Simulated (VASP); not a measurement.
# LiTa3O4 (Pmmm) in VASP: a series of runs

The runs below take LiTa3O4 through single point, relaxation of cell and atoms, with PBE.

Everything below comes from runs of VASP 6.6.1. Logs are shortened: lines on timing, memory, paths and dates and some standing lists are left out, and cuts for length are marked.

## (1) The cell of the first run

Symmetry: Pmmm, No. 47, orthorhombic system. The conventional cell has a = 2.779 Å, b = 3.108 Å, c = 10.537 Å, α = 90.00°, β = 90.00°, γ = 90.00°. Within 2.5 Å of Li (site symmetry mmm) lie 2 O at 1.88 Å. Within 2.9 Å of Ta (site symmetry mm2) lie 6 O at 2.18 to 2.20 Å and 2 Ta at 2.78 Å. Ta (site symmetry mmm) has 8 O at 2.38 Å and 6 Ta at 2.78 to 3.02 Å within 3.1 Å. O (site symmetry mm2) has 6 Ta at 2.18 to 2.38 Å and 5 O at 2.30 to 2.78 Å within 2.9 Å. Within 2.5 Å of O (site symmetry mm2) lie 1 Li at 1.88 Å and 4 Ta at 2.20 Å.

## (2) Single point, PBE

The input, INCAR:

```
SYSTEM = LiTa3O4
  PREC = Accurate
  ENCUT = 520
  EDIFF = 1E-7
  ISMEAR = 0
  SIGMA = 0.2
  LREAL = .False.
  LASPH = .True.
  NELM = 80
  ALGO = Normal
  ISIF = 2
  LWAVE = .False.
  LCHARG = .False.
  GGA = PE
  NBANDS = 40
```

The input, KPOINTS:

```
Automatic mesh
0
Gamma
  5 5 2
  0 0 0
```

The input, POSCAR:

```
LiTa3O4
1.0
    2.7793127935      0.0000000000      0.0000000000
    0.0000000000      3.1083777242      0.0000000000
    0.0000000000      0.0000000000     10.5365681108
Li Ta O
1 3 4
Direct
    0.5000000000      0.5000000000      0.5000000000
    0.0000000000      0.0000000000      0.7451849694
    0.0000000000      0.0000000000      0.2548150306
    0.5000000000      0.0000000000      0.0000000000
    0.0000000000      0.5000000000      0.1090873067
    0.5000000000      0.5000000000      0.3212255415
    0.0000000000      0.5000000000      0.8909126933
    0.5000000000      0.5000000000      0.6787744585
```

Potentials or basis: VASP PAW PBE potentials, release 64 (Li_sv, Ta_pv, O).

On the command line:

```bash
cat potpaw_PBE.64/Li_sv/POTCAR potpaw_PBE.64/Ta_pv/POTCAR potpaw_PBE.64/O/POTCAR > POTCAR
mpirun -np 1 vasp_std > vasp.out
```

OUTCAR:

```text
SYSTEM = LiTa3O4
   PREC = Accurate
   ENCUT = 520
   EDIFF = 1E-7
   ISMEAR = 0
   LREAL = .False.
   LASPH = .True.
   NELM = 80
   ISIF = 2
   GGA = PE

 ion  position               nearest neighbor table
   1  0.500  0.500  0.500-   6 1.88   8 1.88
   2  0.000  0.000  0.745-   7 2.18   7 2.18   8 2.20   8 2.20   8 2.20   8 2.20   4 3.02   4 3.02

   3  0.000  0.000  0.255-   5 2.18   5 2.18   6 2.20   6 2.20   6 2.20   6 2.20   4 3.02   4 3.02

   4  0.500  0.000  0.000-   5 2.38   7 2.38   5 2.38   7 2.38   5 2.38   7 2.38   5 2.38   7 2.38
                             2 3.02   3 3.02   2 3.02   3 3.02
   5  0.000  0.500  0.109-   3 2.18   3 2.18   4 2.38   4 2.38   4 2.38   4 2.38
   6  0.500  0.500  0.321-   1 1.88   3 2.20   3 2.20   3 2.20   3 2.20
   7  0.000  0.500  0.891-   2 2.18   2 2.18   4 2.38   4 2.38   4 2.38   4 2.38
   8  0.500  0.500  0.679-   1 1.88   2 2.20   2 2.20   2 2.20   2 2.20

  LATTYP: Found a simple orthorhombic cell.
 ALAT       =     2.7793127935
 B/A-ratio  =     1.1183979477
 C/A-ratio  =     3.7910695534

  Lattice vectors:

 A1 = (   2.7793127935,   0.0000000000,   0.0000000000)
 A2 = (   0.0000000000,   3.1083777242,   0.0000000000)
 A3 = (   0.0000000000,   0.0000000000,  10.5365681108)

Analysis of symmetry for initial positions (statically):
=====================================================================
 Subroutine PRICEL returns:
 Original cell was already a primitive cell.

 Routine SETGRP: Setting up the symmetry group for a
 simple orthorhombic supercell.

 Subroutine GETGRP returns: Found  8 space group operations
 (whereof  8 operations were pure point group operations)
 out of a pool of  8 trial point group operations.

The static configuration has the point symmetry D_2h.

Analysis of symmetry for dynamics (positions and initial velocities):
=====================================================================
 Subroutine PRICEL returns:
 Original cell was already a primitive cell.

 Routine SETGRP: Setting up the symmetry group for a
 simple orthorhombic supercell.

 Subroutine GETGRP returns: Found  8 space group operations
 (whereof  8 operations were pure point group operations)
 out of a pool of  8 trial point group operations.

The dynamic configuration has the point symmetry D_2h.

 Subroutine INISYM returns: Found  8 space group operations
 (whereof  8 operations are pure point group operations),
 and found     1 'primitive' translations

----------------------------------------------------------------------------------------

                                     Primitive cell

  volume of cell :      91.0270

  direct lattice vectors                    reciprocal lattice vectors
     2.779312793  0.000000000  0.000000000     0.359801172  0.000000000  0.000000000
     0.000000000  3.108377724  0.000000000     0.000000000  0.321711223  0.000000000
     0.000000000  0.000000000 10.536568111     0.000000000  0.000000000  0.094907563

  length of vectors
     2.779312793  3.108377724 10.536568111     0.359801172  0.321711223  0.094907563

  position of ions in fractional coordinates (direct lattice)
     0.500000000  0.500000000  0.500000000
     0.000000000  0.000000000  0.745184969
     0.000000000  0.000000000  0.254815031
     0.500000000  0.000000000  0.000000000
     0.000000000  0.500000000  0.109087307
     0.500000000  0.500000000  0.321225541
     0.000000000  0.500000000  0.890912693
     0.500000000  0.500000000  0.678774459

  ion indices of the primitive-cell ions
   primitive index   ion index
                 1           1
                 2           2
                 3           3
                 4           4
                 5           5
                 6           6
                 7           7
                 8           8

----------------------------------------------------------------------------------------

 KPOINTS: Automatic mesh

Automatic generation of k-mesh.
 Grid dimensions read from file:
 generate k-points for:    5    5    2

 Generating k-lattice:

  Cartesian coordinates                     Fractional coordinates (reciprocal lattice)
     0.071960234  0.000000000  0.000000000     0.200000000  0.000000000  0.000000000
     0.000000000  0.064342245  0.000000000     0.000000000  0.200000000  0.000000000
     0.000000000  0.000000000  0.047453781     0.000000000  0.000000000  0.500000000

  Length of vectors
     0.071960234  0.064342245  0.047453781

  Shift w.r.t. Gamma in fractional coordinates (k-lattice)
     0.000000000  0.000000000  0.000000000

 Subroutine IBZKPT returns following result:
 ===========================================

 Found     18 irreducible k-points:

 Following reciprocal coordinates:
            Coordinates               Weight
  0.000000  0.000000  0.000000      1.000000
  0.200000  0.000000  0.000000      2.000000
  0.400000  0.000000  0.000000      2.000000
  0.000000  0.200000  0.000000      2.000000
  0.200000  0.200000  0.000000      4.000000
  0.400000  0.200000  0.000000      4.000000
[... 10 lines left out ...]
  0.200000  0.400000  0.500000      4.000000
  0.400000  0.400000  0.500000      4.000000
   k-points           NKPTS =     18   k-points in BZ     NKDIM =     18   number of bands    NBANDS=     40
   number of dos      NEDOS =    301   number of ions     NIONS =      8
   total plane-waves  NPLWV =  46080
   dimension x,y,z NGX =    24 NGY =   24 NGZ =   80
   dimension x,y,z NGXF=    48 NGYF=   48 NGZF=  160
   ions per type =               1   3   4
   NGX,Y,Z   is equivalent  to a cutoff of  14.36, 12.84, 12.62 a.u.
   NGXF,Y,Z  is equivalent  to a cutoff of  28.71, 25.67, 25.24 a.u.
 SYSTEM =  LiTa3O4
   PREC   = accura    normal or accurate (medium, high low for compatibility)
   ISTART =      0    job   : 0-new  1-cont  2-samecut
   ICHARG =      2    charge: 1-file 2-atom 10-const
   ISPIN  =      1    spin polarized calculation?
   LNONCOLLINEAR =      F non collinear calculations
   LSORBIT =      F    spin-orbit coupling
   LASPH  =      T    aspherical Exc in radial PAW
   ENCUT  =  520.0 eV  38.22 Ry    6.18 a.u.   5.17  5.78 19.59*2*pi/ulx,y,z
   NELM   =     80;   NELMIN=  2; NELMDL= -5     # of ELM steps
   EDIFF  = 0.1E-06   stopping-criterion for ELM
   LREAL  =      F    real-space projection
   EDIFFG = 0.1E-05   stopping-criterion for IOM
   NSW    =      0    number of steps for IOM
   IBRION =     -1    ionic relax: 0-MD 1-quasi-New 2-CG
   NFREE  =      0    steps in history (QN), initial steepest desc. (CG)
   ISIF   =      2    stress and relaxation
   ISYM   =      2    0-nonsym 1-usesym 2-fastsym
   POTIM  = 0.5000    time-step for ionic-motion
   TEBEG  =    0.0;   TEEND  =   0.0 temperature during run
   PSTRESS=    0.0 pullay stress
   NELECT =      60.0000    total number of electrons
   NUPDOWN=      -1.0000    fix difference up-down
   EMIN   =  10.00;   EMAX   =-10.00  energy-range for DOS
   EFERMI =   0.00;   METHOD = LEGACY
   ISMEAR =     0;   SIGMA  =   0.20  broadening in eV -4-tet -1-fermi 0-gaus
   EFERMI_NEDOS =   21; number of points for ismear=-14 and -15
   IALGO  =     38    algorithm
   IMIX   =      4    mixing-type and parameters
     AMIX     =   0.40;   BMIX     =  1.00
     AMIX_MAG =   1.60;   BMIX_MAG =  1.00
  volume/ion in A,a.u.               =      11.38        76.79
  Fermi-wavevector in a.u.,A,eV,Ry     =   1.424738  2.692365 27.618186  2.029879
  Thomas-Fermi vector in A             =   2.545197
   LORBIT       =      0    0 simple, 1 ext, 2 COOP (PROOUT), +10 PAW based schemes
   GGA     = PE    functional components
   LHFCALC =     F    Hartree Fock is set to
   AEXX    =    0.0000 exact exchange contribution
   IVDW    =     0    specifies the selected vdW correction
   LEPSILON=     F    determine dielectric tensor
   LRPA    =     F    only Hartree local field effects (RPA)
 non-spin polarized calculation
 Gauss-broadening in eV      SIGMA  =   0.20
  energy-cutoff  :      520.00
  volume of cell :       91.03
 maximum number of plane-waves:      2470
 NGX is ok and might be reduce to    24
   NGX = 11   NGY = 11   NGZ = 39

 number of electron      60.0000021 magnetization

 Free energy of the ion-electron system (eV)
  ---------------------------------------------------
  ext. energy  EPLUGINS =         0.00000000
  ---------------------------------------------------
  free energy    TOTEN  =       -69.41431544 eV

  energy without entropy =      -69.37414663  energy(sigma->0) =      -69.39423104

 E-fermi :   7.1361     XC(G=0): -11.9447

 val. band max:        7.0091990861   @ k =   0.4000   0.0000   0.5000
 cond. band min:       7.2421647241   @ k =   0.2000   0.0000   0.5000
 fundamental gap:      0.2329656379
 Fermi energy:         7.1361125190

 k-point     1 :       0.0000    0.0000    0.0000
  band No.  band energies     occupation
      1     -39.2907      2.00000
      2     -29.3723      2.00000
      3     -29.2357      2.00000
      4     -29.0392      2.00000
      5     -29.0313      2.00000
      6     -29.0037      2.00000
[... 32 lines left out ...]
     39       9.8540      0.00000
     40       9.8610      0.00000

 k-point     2 :       0.2000    0.0000    0.0000
  band No.  band energies     occupation
      1     -39.2846      2.00000
      2     -29.2779      2.00000
      3     -29.1931      2.00000
      4     -29.0643      2.00000
      5     -28.9947      2.00000
      6     -28.9895      2.00000
[... 32 lines left out ...]
     39       9.4267      0.00000
     40       9.7651      0.00000

 k-point     3 :       0.4000    0.0000    0.0000
  band No.  band energies     occupation
      1     -39.2746      2.00000
      2     -29.5709      2.00000
      3     -29.3718      2.00000
      4     -29.3142      2.00000
      5     -29.1234      2.00000
      6     -29.0125      2.00000
[... 595 lines left out ...]
  band No.  band energies     occupation
      1     -39.2798      2.00000
      2     -29.5941      2.00000
      3     -29.4512      2.00000
      4     -29.4258      2.00000
      5     -29.1987      2.00000
      6     -28.9825      2.00000
[... 32 lines left out ...]
     39      10.0903      0.00000
     40      10.9598      0.00000

 k-point    18 :       0.4000    0.4000    0.5000
  band No.  band energies     occupation
      1     -39.2701      2.00000
      2     -29.4842      2.00000
      3     -29.4636      2.00000
      4     -29.3295      2.00000
      5     -29.3246      2.00000
      6     -29.2736      2.00000
[... 32 lines left out ...]
     39      11.0354      0.00000
     40      11.2804      0.00000

------------------------ aborting loop because EDIFF is reached ----------------------------------------

  FORCE on cell =-STRESS in cart. coord.  units (eV):
  Direction    XX          YY          ZZ          XY          YZ          ZX
  --------------------------------------------------------------------------------------
  -------------------------------------------------------------------------------------
  Total        0.1581617      0.3748425      0.6516751     -0.0000000      0.0000000      0.0000000
  in kB        2.7838226      6.5976454     11.4702092     -0.0000000      0.0000000      0.0000000
  external PRESSURE =       6.9505591 kB  Pullay stress =       0.0000000 kB

 VOLUME and BASIS-vectors are now :
 -----------------------------------------------------------------------------
  energy-cutoff  :      520.00
  volume of cell :       91.03
      direct lattice vectors                 reciprocal lattice vectors
     2.779312793  0.000000000  0.000000000     0.359801172  0.000000000  0.000000000
     0.000000000  3.108377724  0.000000000     0.000000000  0.321711223  0.000000000
     0.000000000  0.000000000 10.536568111     0.000000000  0.000000000  0.094907563

 POSITION                                       TOTAL-FORCE (eV/Angst)
 -----------------------------------------------------------------------------------
      1.38966      1.55419      5.26828         0.000000      0.000000      0.000000
      0.00000      0.00000      7.85169         0.000000      0.000000     -0.075346
      0.00000      0.00000      2.68488         0.000000      0.000000      0.075346
      1.38966      0.00000      0.00000         0.000000      0.000000      0.000000
      0.00000      1.55419      1.14941        -0.000000      0.000000      0.007461
      1.38966      1.55419      3.38461         0.000000      0.000000     -0.017767
      0.00000      1.55419      9.38716         0.000000      0.000000     -0.007461
      1.38966      1.55419      7.15195         0.000000     -0.000000      0.017767
 -----------------------------------------------------------------------------------
    total drift:                                0.000000      0.000000      0.000000

  FREE ENERGIE OF THE ION-ELECTRON SYSTEM (eV)
  ---------------------------------------------------
  free  energy   TOTEN  =       -69.4143154396 eV

  energy  without entropy=      -69.3741466318  energy(sigma->0) =      -69.39423104
```

Run time: 38 s. Hardware: 1 thread of Intel Xeon 6975P-C (Granite Rapids), shared host; peak memory 0.22 GiB.

What came out:

```yaml
Free_energy: -69.4143 eV
Largest_force: 0.075 eV/Å
Band_gap_on_the_k_mesh: zero (band 30 reaches 8.18 eV, above the bottom of band 31 at 6.65 eV)
```

Forces on the atoms (eV/Å):
```
Li   0.000  0.000  0.000
Ta   0.000  0.000 -0.075
Ta   0.000  0.000  0.075
Ta   0.000  0.000  0.000
O    0.000  0.000  0.007
O    0.000  0.000 -0.018
O    0.000  0.000 -0.007
O    0.000  0.000  0.018
```

Caveat: the k points lie up to 0.45 Å⁻¹ apart; the cutoff is under 1.25 times the usual one of these potentials, so pressure, stress and relaxed cells hold a basis-set (Pulay) error; spin-orbit coupling is left out, which moves the levels of the heavy elements.

## (3) Relaxation of cell and atoms, PBE

This run uses another cell than the first one, of 10.30 Å³/atom, 0.905 times its volume.

The input, INCAR:

```
SYSTEM = LiTa3O4
  ALGO = Normal
  EDIFF = 1E-6
  EDIFFG = -0.08
  ENCUT = 600
  GGA = PE
  IBRION = 2
  ISIF = 3
  ISMEAR = 0
  LASPH = .True.
  LCHARG = .False.
  LREAL = .False.
  LWAVE = .False.
  NELM = 60
  NSW = 36
  PREC = Accurate
  SIGMA = 0.2
```

The input, KPOINTS:

```
k-points
0
Gamma
  5 5 2
  0 0 0
```

The input, POSCAR:

```
LiTa3O4
1.0
    3.1008833400      0.0000000000      0.0000000000
    0.0000000000      3.1035513600      0.0000000000
    0.0000000000      0.0000000000      8.5621131100
Li Ta O
1 3 4
Direct
    0.5000000000      0.5000000000      0.5000000000
    0.0000000000      0.0000000000      0.7020079500
    0.0000000000      0.0000000000      0.2979920500
    0.5000000000      0.0000000000      0.0000000000
    0.0000000000      0.5000000000      0.1080094100
    0.5000000000      0.5000000000      0.2237904400
    0.0000000000      0.5000000000      0.8919905900
    0.5000000000      0.5000000000      0.7762095600
```

Potentials or basis: VASP PAW PBE potentials, release 64 (Li_sv, Ta_pv, O).

On the command line:

```bash
cat potpaw_PBE.64/Li_sv/POTCAR potpaw_PBE.64/Ta_pv/POTCAR potpaw_PBE.64/O/POTCAR > POTCAR
mpirun -np 1 vasp_std > vasp.out
```

Run time: 12 min. Hardware: 1 thread of Intel Xeon 6975P-C (Granite Rapids), shared host; peak memory 0.26 GiB.

Results (log left out):

* Free energy: -69.3806 eV
* Relaxed volume: 11.31 Å³/atom
* Relaxed cell: a = 2.779 Å, b = 3.110 Å, c = 10.472 Å, α = 90.00°, β = 90.00°, γ = 90.00°
* Space group after relaxing (to 0.05 Å): Pmmm (No. 47)
* Energy gained by relaxing: 1602.3 meV/atom
* Ionic steps: 24
* Pressure after relaxing: 0.6 GPa
* Largest force after relaxing: 0.062 eV/Å
* Band gap on the k mesh: zero (band 30 reaches 8.24 eV, above the bottom of band 31 at 6.73 eV)

Forces in eV/Å, atoms in the order of the input:
```
Li   0.000  0.000  0.000
Ta   0.000  0.000  0.030
Ta   0.000  0.000 -0.030
Ta   0.000  0.000  0.000
O    0.000  0.000  0.062
O    0.000  0.000 -0.048
O    0.000  0.000 -0.062
O    0.000  0.000  0.048
```

Stress tensor (GPa, compression positive):
```
0.34 0.00 0.00
0.00 0.50 0.00
0.00 0.00 1.06
```

The path:
| step | energy change (eV) | largest force (eV/Å) | pressure (GPa) | volume (Å³) |
| --- | --- | --- | --- | --- |
| 1 | 0.0000 | 9.6439 | 30.58 | 82.40 |
| 2 | -7.1099 | 3.6334 | -26.78 | 106.07 |
| 3 | -7.3628 | 3.4807 | -22.73 | 101.12 |
| 4 | -8.6162 | 1.9535 | 24.61 | 86.22 |
| 5 | -9.8541 | 1.6060 | -2.06 | 91.91 |
| 6 | -10.9832 | 1.3801 | 5.58 | 88.12 |
| 7 | -11.2728 | 1.6229 | 12.58 | 85.55 |
| 8 | -10.8193 | 2.0738 | 36.58 | 79.76 |
| 9 | -11.2855 | 1.6368 | 19.10 | 83.68 |
| 10 | -12.0548 | 1.3836 | 1.88 | 88.40 |
| 11 | -12.2464 | 1.6051 | -8.58 | 92.43 |
| 12 | -12.2505 | 1.5841 | -6.99 | 91.72 |
| 13 | -12.4492 | 1.4333 | -5.27 | 90.93 |
| 14 | -12.4584 | 1.3639 | -4.74 | 90.75 |
| 15 | -12.6091 | 1.0353 | 1.49 | 88.42 |
| 16 | -12.6321 | 0.7470 | 5.56 | 87.11 |
| 17 | -12.7274 | 0.3496 | 3.41 | 88.35 |
| 18 | -12.7435 | 0.4749 | 2.43 | 89.10 |
| 19 | -12.7885 | 0.2696 | -1.51 | 90.82 |
| 20 | -12.7901 | 0.2518 | -2.37 | 91.22 |
| 21 | -12.8109 | 0.1997 | -0.13 | 90.56 |
| 22 | -12.8115 | 0.1905 | 0.29 | 90.44 |
| 23 | -12.8171 | 0.0927 | 0.50 | 90.47 |
| 24 | -12.8181 | 0.0617 | 0.63 | 90.49 |

Final structure:
```
Li Ta O
1.0
     2.77880    0.00000    0.00000
     0.00000    3.10981    0.00000
     0.00000    0.00000   10.47179
Li Ta O
1 3 4
Cartesian
  1.3894 1.5549 5.2359
  0.0000 0.0000 7.7863
  0.0000 0.0000 2.6855
  1.3894 0.0000 0.0000
  0.0000 1.5549 1.1456
  1.3894 1.5549 3.3734
  0.0000 1.5549 9.3262
  1.3894 1.5549 7.0983
```

Levels at points of the mesh, in eV from the Fermi level:
```tsv
k point	band 27	band 28	band 29	band 30	band 31	band 32	band 33	band 34
(0.00, 0.00, 0.00)	-4.93	-4.32	-3.57	-1.01	-0.45	0.42	1.35	2.23
(0.00, 0.00, 0.50)	-4.89	-4.30	-3.79	-0.87	-0.39	0.77	1.08	2.13
```

Caveat: the k points lie up to 0.45 Å⁻¹ apart in the final cell; the cutoff is under 1.25 times the usual one of these potentials, so pressure, stress and relaxed cells hold a basis-set (Pulay) error; spin-orbit coupling is left out, which moves the levels of the heavy elements; the relaxation stopped at a loose force limit of 0.08 eV/Å, so its end isn't a converged minimum.
